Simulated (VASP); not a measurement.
# CdH2O2 (P-3m1) in VASP: a series of runs, part 2 of 2

VASP 6.6.1. The steps go on from the part before.

## 5. Single point, PBEsol

This run uses another cell than the first one, of 9.34 Å³/atom, 0.887 times its volume.

INCAR reads:

```
SYSTEM = CdH2O2
PREC = Accurate ; ENCUT = 600
EDIFF = 1E-6 ; ISMEAR = 0
SIGMA = 0.01 ; LREAL = .False.
LASPH = .True. ; NELM = 120
ALGO = Normal ; ISIF = 2
LWAVE = .False. ; LCHARG = .False.
GGA = PS ; NBANDS = 25
GGA_COMPAT = .False.
```

KPOINTS reads:

```
Automatic mesh
0
Gamma
  6 6 4
  0 0 0
```

POSCAR reads:

```
CdH2O2
1.0
    3.4437603952      0.0000000000      0.0000000000
   -1.7218801976      2.9823839878      0.0000000000
    0.0000000000      0.0000000000      4.5481980155
Cd H O
1 2 2
Direct
    0.0000000000      0.0000000000      0.0000000000
    0.6666666667      0.3333333333      0.5509607200
    0.3333333333      0.6666666667      0.4490392800
    0.6666666667      0.3333333333      0.7593720000
    0.3333333333      0.6666666667      0.2406280000
```

Potentials or basis: VASP PAW PBE potentials, release 64 (Cd_sv_GW, H, O).

Command:

```console
> cat potpaw_PBE.64/Cd_sv_GW/POTCAR potpaw_PBE.64/H/POTCAR potpaw_PBE.64/O/POTCAR > POTCAR
> mpirun -np 1 vasp_std > vasp.out
```

OUTCAR:

```text
SYSTEM = CdH2O2
   PREC = Accurate
   ENCUT = 600
   EDIFF = 1E-6
   ISMEAR = 0
   LREAL = .False.
   LASPH = .True.
   NELM = 120
   ISIF = 2
   GGA = PS

 ion  position               nearest neighbor table
   1  0.000  0.000  0.000-   4 2.27   5 2.27   4 2.27   5 2.27   4 2.27   5 2.27
   2  0.667  0.333  0.551-   4 0.95
   3  0.333  0.667  0.449-   5 0.95
   4  0.667  0.333  0.759-   2 0.95   1 2.27   1 2.27   1 2.27
   5  0.333  0.667  0.241-   3 0.95   1 2.27   1 2.27   1 2.27

[... 872 lines left out ...]
  --------------------------------------------------------------------------------------
  -------------------------------------------------------------------------------------
  Total        1.2225750      1.2225750      3.7786625      0.0000000      0.0000000      0.0000000
  in kB       41.9324510     41.9324511    129.6023378      0.0000000      0.0000000      0.0000000
  external PRESSURE =      71.1557466 kB  Pullay stress =       0.0000000 kB

 VOLUME and BASIS-vectors are now :
 -----------------------------------------------------------------------------
  energy-cutoff  :      600.00
  volume of cell :       46.71
      direct lattice vectors                 reciprocal lattice vectors
     3.443760395  0.000000000  0.000000000     0.290380249  0.167651115  0.000000000
    -1.721880198  2.982383988  0.000000000     0.000000000  0.335302229  0.000000000
     0.000000000  0.000000000  4.548198015     0.000000000  0.000000000  0.219867296

 POSITION                                       TOTAL-FORCE (eV/Angst)
 -----------------------------------------------------------------------------------
      0.00000      0.00000      0.00000        -0.000000      0.000000      0.000000
      1.72188      0.99413      2.50588        -0.000000     -0.000000     -1.676096
     -0.00000      1.98826      2.04232        -0.000000      0.000000      1.676096
      1.72188      0.99413      3.45377         0.000000      0.000000      1.396053
     -0.00000      1.98826      1.09442        -0.000000     -0.000000     -1.396053
 -----------------------------------------------------------------------------------
    total drift:                                0.000000      0.000000      0.000000

  FREE ENERGIE OF THE ION-ELECTRON SYSTEM (eV)
  ---------------------------------------------------
  free  energy   TOTEN  =       -23.5244503688 eV

  energy  without entropy=      -23.5244503688  energy(sigma->0) =      -23.52445037
```

stdout:

```text
POSCAR found type information on POSCAR CdH O
 POSCAR found :  3 types and       5 ions
 scaLAPACK will be used
 -----------------------------------------------------------------------------
|                                                                             |
|                                                                             |
|     You enforced a specific xc type in the INCAR file but a different       |
|     I HOPE YOU KNOW WHAT YOU ARE DOING!                                     |
|                                                                             |
 -----------------------------------------------------------------------------

 LDA part: xc-table for (Slater+PW92), standard interpolation
 POSCAR, INCAR and KPOINTS ok, starting setup
 FFT: planning ... GRIDC
 FFT: planning ... GRID_SOFT
 FFT: planning ... GRID
 WAVECAR not read
 entering main loop
```

It took 38 s on 1 thread of AMD EPYC 7R43 (Zen 3), shared host; peak memory 0.17 GiB.

What came out:

- Free energy: -23.5245 eV
- Pressure: 7.1 GPa
- Largest force: 1.676 eV/Å
- Band gap on the k mesh: 1.78 eV, indirect (least direct gap 2.13 eV)

Forces in eV/Å, atoms in the order of the input:
```
Cd   0.000  0.000  0.000
H    0.000  0.000 -1.676
H    0.000  0.000  1.676
O    0.000  0.000  1.396
O    0.000  0.000 -1.396
```

Stress tensor (GPa, compression positive):
```
 4.19  0.00  0.00
 0.00  4.19  0.00
 0.00  0.00 12.96
```

Levels at points of the mesh, in eV from the valence-band top:
| k point | band 15 | band 16 | band 17 | band 18 | band 19 | band 20 |
| --- | --- | --- | --- | --- | --- | --- |
| (0.00, 0.00, 0.00) | -1.26 | -0.36 | -0.36 | 1.78 | 6.07 | 10.45 |
| (0.50, 0.00, 0.00) | -2.78 | -2.51 | 0.00 | 6.56 | 6.86 | 8.96 |
| (0.00, 0.00, 0.50) | -1.53 | -0.05 | -0.05 | 4.30 | 4.66 | 11.30 |
| (0.50, 0.00, 0.50) | -2.08 | -2.01 | -0.53 | 6.29 | 7.00 | 9.37 |

Caveat: the PAW data sets were made with another functional, which shifts forces and pressure a little. A k mesh can miss the band edges.

## 6. Summary

| potentials or basis | cell | cutoff (eV) | second run | gap on the mesh (eV) | pressure (GPa) | largest force (eV/Å) |
| --- | --- | --- | --- | --- | --- | --- |
| VASP PAW PBE potentials, release 64 (Cd, H, O) | a = 3.584, b = 3.584, c = 4.734 Å, angles 90.0, 90.0, 120.0°, 5 atoms | 520 | - | 1.45 | -5.7 | 0.26 |
| VASP PAW PBE potentials, release 64 (Cd_sv_GW, H, O) | a = 3.468, b = 3.468, c = 4.580 Å, angles 90.0, 90.0, 120.0°, 5 atoms | 600 | valence_matched | 1.72 | 4.2 | 1.30 |
| VASP PAW PBE potentials, release 64 (Cd_sv_GW, H, O) | a = 3.562, b = 3.562, c = 4.704 Å, angles 90.0, 90.0, 120.0°, 5 atoms | 600 | valence_matched | 1.51 | -4.9 | 0.40 |
| VASP PAW PBE potentials, release 64 (Cd_sv_GW, H, O) | a = 3.444, b = 3.444, c = 4.548 Å, angles 90.0, 90.0, 120.0°, 5 atoms | 600 | valence_matched | 1.78 | 7.1 | 1.68 |

Alike in all rows: task single point; level PBEsol; no spin polarisation; k mesh 6 × 6 × 4; smearing gaussian 0.01 eV.

Caveats: the PAW data sets were made with another functional, which shifts forces and pressure a little.

Absolute energies hang on the potentials; compare differences alone.
